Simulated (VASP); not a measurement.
# BH3N in VASP: further runs

The runs below take BH3N through single point, with PBE.

Program: VASP 6.6.1. These are calculated values, not measurements. Logs are shortened: lines on timing, memory, paths and dates and some standing lists are left out, and cuts for length are marked.

### Step 1. The cell of the first run

The cell holds a wire or tube with vacuum around it, 10 atoms: a = 12.200 Å, b = 13.300 Å, c = 2.563 Å, α = 90.00°, β = 90.00°, γ = 90.00°.

### Step 2. Single point, PBE

The input, INCAR:

```
  PREC = Accurate
  ENCUT = 520
  EDIFF = 1E-7
  ISMEAR = 0
  SIGMA = 0.05
  LREAL = False
  LASPH = True
  NELM = 60
  ALGO = Normal
  ISIF = 2
  LWAVE = False
  LCHARG = False
  GGA = PE
  NBANDS = 22
```

The input, KPOINTS:

```
regular mesh
0
Gamma
  1 1 13
```

The input, POSCAR:

```
BH3N
1.0
   12.2000000000      0.0000000000      0.0000000000
    0.0000000000     13.3000000000      0.0000000000
    0.0000000000      0.0000000000      2.5630478463
B N H
2 2 6
Direct
    0.5525214723      0.4622434661      0.0000000000
    0.4474785277      0.5985102715      0.5000000000
    0.5525214723      0.3941100634      0.5000000000
    0.4474785277      0.5303768688      0.0000000000
    0.6321633519      0.5139011218      0.0000000000
    0.4842570040      0.3498320728      0.5000000000
    0.6207859405      0.3498320728      0.5000000000
    0.5271204074      0.6501679272      0.5000000000
    0.3678366481      0.6501679272      0.5000000000
    0.3792140595      0.4860988782      0.0000000000
```

Potentials or basis: VASP PAW PBE potentials, release 64 (B, N, H).

The run is started by

```sh
> cat potpaw_PBE.64/B/POTCAR potpaw_PBE.64/N/POTCAR potpaw_PBE.64/H/POTCAR > POTCAR
> mpirun -np 1 vasp_std > vasp.out
```

OUTCAR:

```text
PREC = Accurate
   ENCUT = 520
   EDIFF = 1E-7
   ISMEAR = 0
   LREAL = False
   LASPH = True
   NELM = 60
   ISIF = 2
   GGA = PE

 ion  position               nearest neighbor table
   1  0.553  0.462  0.000-   5 1.19   3 1.57   3 1.57   4 1.57
   2  0.447  0.599  0.500-   9 1.19   8 1.19   4 1.57   4 1.57
   3  0.553  0.394  0.500-   7 1.02   6 1.02   1 1.57   1 1.57
   4  0.447  0.530  0.000-  10 1.02   2 1.57   2 1.57   1 1.57
   5  0.632  0.514  0.000-   1 1.19
   6  0.484  0.350  0.500-   3 1.02
   7  0.621  0.350  0.500-   3 1.02
   8  0.527  0.650  0.500-   2 1.19
   9  0.368  0.650  0.500-   2 1.19
  10  0.379  0.486  0.000-   4 1.02

  LATTYP: Found a simple orthorhombic cell.
 ALAT       =     2.5630478463
 B/A-ratio  =     4.7599579608
 C/A-ratio  =     5.1891344983

  Lattice vectors:

 A1 = (   0.0000000000,   0.0000000000,   2.5630478463)
 A2 = (  12.2000000000,   0.0000000000,   0.0000000000)
 A3 = (   0.0000000000,  13.3000000000,   0.0000000000)

Analysis of symmetry for initial positions (statically):
=====================================================================
 Subroutine PRICEL returns:
 Original cell was already a primitive cell.

 Routine SETGRP: Setting up the symmetry group for a
 simple orthorhombic supercell.

 Subroutine GETGRP returns: Found  2 space group operations
 (whereof  2 operations were pure point group operations)
 out of a pool of  8 trial point group operations.

The static configuration has the point symmetry C_1h.

Analysis of symmetry for dynamics (positions and initial velocities):
=====================================================================
 Subroutine PRICEL returns:
 Original cell was already a primitive cell.

 Routine SETGRP: Setting up the symmetry group for a
 simple orthorhombic supercell.

 Subroutine GETGRP returns: Found  2 space group operations
 (whereof  2 operations were pure point group operations)
 out of a pool of  8 trial point group operations.

The dynamic configuration has the point symmetry C_1h.

 Subroutine INISYM returns: Found  2 space group operations
 (whereof  2 operations are pure point group operations),
 and found     1 'primitive' translations

----------------------------------------------------------------------------------------

                                     Primitive cell

  volume of cell :     415.8801

  direct lattice vectors                    reciprocal lattice vectors
    12.200000000  0.000000000  0.000000000     0.081967213  0.000000000  0.000000000
     0.000000000 13.300000000  0.000000000     0.000000000  0.075187970  0.000000000
     0.000000000  0.000000000  2.563047846     0.000000000  0.000000000  0.390160489

  length of vectors
    12.200000000 13.300000000  2.563047846     0.081967213  0.075187970  0.390160489

  position of ions in fractional coordinates (direct lattice)
     0.552521472  0.462243466  0.000000000
     0.447478528  0.598510271  0.500000000
     0.552521472  0.394110063  0.500000000
     0.447478528  0.530376869  0.000000000
     0.632163352  0.513901122  0.000000000
     0.484257004  0.349832073  0.500000000
     0.620785940  0.349832073  0.500000000
     0.527120407  0.650167927  0.500000000
     0.367836648  0.650167927  0.500000000
     0.379214060  0.486098878  0.000000000

  ion indices of the primitive-cell ions
   primitive index   ion index
                 1           1
                 2           2
                 3           3
                 4           4
                 5           5
                 6           6
                 7           7
                 8           8
                 9           9
                10          10

----------------------------------------------------------------------------------------

 KPOINTS: regular mesh

Automatic generation of k-mesh.
 Grid dimensions read from file:
 generate k-points for:    1    1   13

 Generating k-lattice:

  Cartesian coordinates                     Fractional coordinates (reciprocal lattice)
     0.081967213  0.000000000  0.000000000     1.000000000  0.000000000  0.000000000
     0.000000000  0.075187970  0.000000000     0.000000000  1.000000000  0.000000000
     0.000000000  0.000000000  0.030012345     0.000000000  0.000000000  0.076923077

  Length of vectors
     0.081967213  0.075187970  0.030012345

  Shift w.r.t. Gamma in fractional coordinates (k-lattice)
     0.000000000  0.000000000  0.000000000

 Subroutine IBZKPT returns following result:
 ===========================================

 Found      7 irreducible k-points:

 Following reciprocal coordinates:
            Coordinates               Weight
  0.000000  0.000000  0.000000      1.000000
  0.000000  0.000000  0.076923      2.000000
  0.000000  0.000000  0.153846      2.000000
  0.000000  0.000000  0.230769      2.000000
  0.000000  0.000000  0.307692      2.000000
  0.000000  0.000000  0.384615      2.000000
  0.000000  0.000000  0.461538      2.000000
   k-points           NKPTS =      7   k-points in BZ     NKDIM =      7   number of bands    NBANDS=     22
   number of dos      NEDOS =    301   number of ions     NIONS =     10
   total plane-waves  NPLWV = 192000
   dimension x,y,z NGX =    96 NGY =  100 NGZ =   20
   dimension x,y,z NGXF=   192 NGYF=  200 NGZF=   40
   ions per type =               2   2   6
   NGX,Y,Z   is equivalent  to a cutoff of  13.08, 12.50, 12.97 a.u.
   NGXF,Y,Z  is equivalent  to a cutoff of  26.16, 25.00, 25.95 a.u.
 SYSTEM =  unknown system
   PREC   = accura    normal or accurate (medium, high low for compatibility)
   ISTART =      0    job   : 0-new  1-cont  2-samecut
   ICHARG =      2    charge: 1-file 2-atom 10-const
   ISPIN  =      1    spin polarized calculation?
   LNONCOLLINEAR =      F non collinear calculations
   LSORBIT =      F    spin-orbit coupling
   LASPH  =      T    aspherical Exc in radial PAW
   ENCUT  =  520.0 eV  38.22 Ry    6.18 a.u.  22.68 24.73  4.77*2*pi/ulx,y,z
   NELM   =     60;   NELMIN=  2; NELMDL= -5     # of ELM steps
   EDIFF  = 0.1E-06   stopping-criterion for ELM
   LREAL  =      F    real-space projection
   EDIFFG = 0.1E-05   stopping-criterion for IOM
   NSW    =      0    number of steps for IOM
   IBRION =     -1    ionic relax: 0-MD 1-quasi-New 2-CG
   NFREE  =      0    steps in history (QN), initial steepest desc. (CG)
   ISIF   =      2    stress and relaxation
   ISYM   =      2    0-nonsym 1-usesym 2-fastsym
   POTIM  = 0.5000    time-step for ionic-motion
   TEBEG  =    0.0;   TEEND  =   0.0 temperature during run
   PSTRESS=    0.0 pullay stress
   NELECT =      22.0000    total number of electrons
   NUPDOWN=      -1.0000    fix difference up-down
   EMIN   =  10.00;   EMAX   =-10.00  energy-range for DOS
   EFERMI =   0.00;   METHOD = LEGACY
   ISMEAR =     0;   SIGMA  =   0.05  broadening in eV -4-tet -1-fermi 0-gaus
   EFERMI_NEDOS =   21; number of points for ismear=-14 and -15
   IALGO  =     38    algorithm
   IMIX   =      4    mixing-type and parameters
     AMIX     =   0.40;   BMIX     =  1.00
     AMIX_MAG =   1.60;   BMIX_MAG =  1.00
  volume/ion in A,a.u.               =      41.59       280.65
  Fermi-wavevector in a.u.,A,eV,Ry     =   0.614553  1.161338  5.138593  0.377676
  Thomas-Fermi vector in A             =   1.671605
   LORBIT       =      0    0 simple, 1 ext, 2 COOP (PROOUT), +10 PAW based schemes
   GGA     = PE    functional components
   LHFCALC =     F    Hartree Fock is set to
   AEXX    =    0.0000 exact exchange contribution
   IVDW    =     0    specifies the selected vdW correction
   LEPSILON=     F    determine dielectric tensor
   LRPA    =     F    only Hartree local field effects (RPA)
 non-spin polarized calculation
 Gauss-broadening in eV      SIGMA  =   0.05
  energy-cutoff  :      520.00
  volume of cell :      415.88
 maximum number of plane-waves:     11257
 NGX is ok and might be reduce to    90
   NGX = 45   NGY = 49   NGZ =  9

 number of electron      22.0000002 magnetization

 Free energy of the ion-electron system (eV)
  ---------------------------------------------------
  ext. energy  EPLUGINS =         0.00000000
  ---------------------------------------------------
  free energy    TOTEN  =       -54.12839107 eV

  energy without entropy =      -54.12839107  energy(sigma->0) =      -54.12839107

 E-fermi :  -3.9104     XC(G=0):  -2.1443

 val. band max:       -4.1777159343   @ k =   0.0000   0.0000   0.4615
 cond. band min:      -1.6081838617   @ k =   0.0000   0.0000   0.0000
 fundamental gap:      2.5695320726
 Fermi energy:        -3.9104484299

 k-point     1 :       0.0000    0.0000    0.0000
  band No.  band energies     occupation
      1     -23.6853      2.00000
      2     -20.8061      2.00000
      3     -14.0408      2.00000
      4     -13.2912      2.00000
      5     -11.5206      2.00000
      6      -9.4240      2.00000
[... 14 lines left out ...]
     21       2.5852      0.00000
     22       3.1468      0.00000

 k-point     2 :       0.0000    0.0000    0.0769
  band No.  band energies     occupation
      1     -23.6160      2.00000
      2     -20.7389      2.00000
      3     -13.9764      2.00000
      4     -13.2370      2.00000
      5     -11.4673      2.00000
      6      -9.4041      2.00000
[... 14 lines left out ...]
     21       2.7156      0.00000
     22       3.2753      0.00000
[... 98 lines left out ...]
     21       5.1084      0.00000
     22       5.3503      0.00000

 k-point     7 :       0.0000    0.0000    0.4615
  band No.  band energies     occupation
      1     -22.1458      2.00000
      2     -19.3983      2.00000
      3     -13.4202      2.00000
      4     -12.8813      2.00000
      5     -12.3589      2.00000
      6     -10.4618      2.00000
[... 14 lines left out ...]
     21       5.8624      0.00000
     22       6.1955      0.00000

------------------------ aborting loop because EDIFF is reached ----------------------------------------

  FORCE on cell =-STRESS in cart. coord.  units (eV):
  Direction    XX          YY          ZZ          XY          YZ          ZX
  --------------------------------------------------------------------------------------
  -------------------------------------------------------------------------------------
  Total        1.2809031      1.2526992      3.7720542      0.5430124      0.0000000      0.0000000
  in kB        4.9346763      4.8260209     14.5318305      2.0919541      0.0000000      0.0000000
  external PRESSURE =       8.0975092 kB  Pullay stress =       0.0000000 kB

 VOLUME and BASIS-vectors are now :
 -----------------------------------------------------------------------------
  energy-cutoff  :      520.00
  volume of cell :      415.88
      direct lattice vectors                 reciprocal lattice vectors
    12.200000000  0.000000000  0.000000000     0.081967213  0.000000000  0.000000000
     0.000000000 13.300000000  0.000000000     0.000000000  0.075187970  0.000000000
     0.000000000  0.000000000  2.563047846     0.000000000  0.000000000  0.390160489

 POSITION                                       TOTAL-FORCE (eV/Angst)
 -----------------------------------------------------------------------------------
      6.74076      6.14784      0.00000        -0.768231      1.233052      0.000000
      5.45924      7.96019      1.28152        -0.377052      0.356765      0.000000
      6.74076      5.24166      1.28152        -0.025192     -0.066526      0.000000
      5.45924      7.05401      0.00000         1.455121     -1.020952      0.000000
      7.71239      6.83488      0.00000         0.369784     -0.037511      0.000000
      5.90794      4.65277      1.28152        -0.097303     -0.478837      0.000000
      7.57359      4.65277      1.28152         0.053245     -0.275385      0.000000
      6.43087      8.64723      1.28152         0.488955      0.103955      0.000000
      4.48761      8.64723      1.28152        -0.595478      0.186278      0.000000
      4.62641      6.46512      0.00000        -0.503849     -0.000838      0.000000
 -----------------------------------------------------------------------------------
    total drift:                               -0.000062     -0.000069      0.000000

  FREE ENERGIE OF THE ION-ELECTRON SYSTEM (eV)
  ---------------------------------------------------
  free  energy   TOTEN  =       -54.1283910665 eV

  energy  without entropy=      -54.1283910665  energy(sigma->0) =      -54.12839107
```

It took 3.6 min on 1 thread of Intel Xeon 8259CL, shared host; peak memory 0.48 GiB.

Results:

```yaml
Free_energy: -54.1284 eV
Largest_force: 1.778 eV/Å
Band_gap_on_the_k_mesh: 2.57 eV (least direct gap 2.90 eV)
```

Forces on the atoms (eV/Å):
```
B   -0.768  1.233  0.000
B   -0.377  0.357  0.000
N   -0.025 -0.067  0.000
N    1.455 -1.021  0.000
H    0.370 -0.038  0.000
H   -0.097 -0.479  0.000
H    0.053 -0.275  0.000
H    0.489  0.104  0.000
H   -0.595  0.186  0.000
H   -0.504 -0.001  0.000
```

### Step 3. Single point, PBE

This run uses another cell than the first one.

The input, INCAR:

```
PREC = Accurate
ENCUT = 520
EDIFF = 1E-7
ISMEAR = 0
SIGMA = 0.05
LREAL = F
LASPH = T
NELM = 80
ALGO = Normal
ISIF = 2
LWAVE = F
LCHARG = F
GGA = PE
NBANDS = 22
```

The input, KPOINTS:

```
Automatic mesh
0
Gamma
  1 1 13
```

The input, POSCAR:

```
BH3N
1.0
   12.2000000000      0.0000000000      0.0000000000
    0.0000000000     13.3000000000      0.0000000000
    0.0000000000      0.0000000000      2.6306176023
B N H
2 2 6
Direct
    0.5356784526      0.4490767325      0.0000000000
    0.4902633665      0.6129954201      0.5000000000
    0.5072240244      0.3837367561      0.5000000000
    0.4686891044      0.5453573986      0.0000000000
    0.6332073293      0.4628553546      0.0000000000
    0.4268162195      0.3605433434      0.5000000000
    0.5538242289      0.3196508673      0.5000000000
    0.5851282641      0.6389579679      0.5000000000
    0.4246466599      0.6814800269      0.5000000000
    0.3858997619      0.5305868025      0.0000000000
```

Potentials or basis: VASP PAW PBE potentials, release 64 (B, N, H).

The run is started by

```sh
> cat potpaw_PBE.64/B/POTCAR potpaw_PBE.64/N/POTCAR potpaw_PBE.64/H/POTCAR > POTCAR
> mpirun -np 1 vasp_std > vasp.out
```

Run time: 4.2 min. Hardware: 1 thread of Intel Xeon 8259CL, shared host; peak memory 0.48 GiB.

It converged, with:

```
Free energy            : -54.2997 eV
Largest force          : 0.029 eV/Å
Band gap on the k mesh : 3.14 eV (least direct gap 3.50 eV)
```

Forces on the atoms (eV/Å):
```
B    0.000  0.000  0.000
B    0.007 -0.003  0.000
N   -0.007 -0.017  0.000
N    0.009  0.006  0.000
H    0.016  0.000  0.000
H   -0.014  0.006  0.000
H    0.015 -0.006  0.000
H    0.010  0.001  0.000
H   -0.008  0.011  0.000
H   -0.029  0.001  0.000
```

Levels at points of the mesh, in eV from the valence-band top:
| k point | band 7 | band 8 | band 9 | band 10 | band 11 | band 12 | band 13 | band 14 | band 15 | band 16 |
| --- | --- | --- | --- | --- | --- | --- | --- | --- | --- | --- |
| (0.00, 0.00, 0.00) | -3.22 | -2.60 | -1.04 | -0.88 | -0.36 | 3.14 | 3.99 | 4.93 | 5.50 | 5.54 |
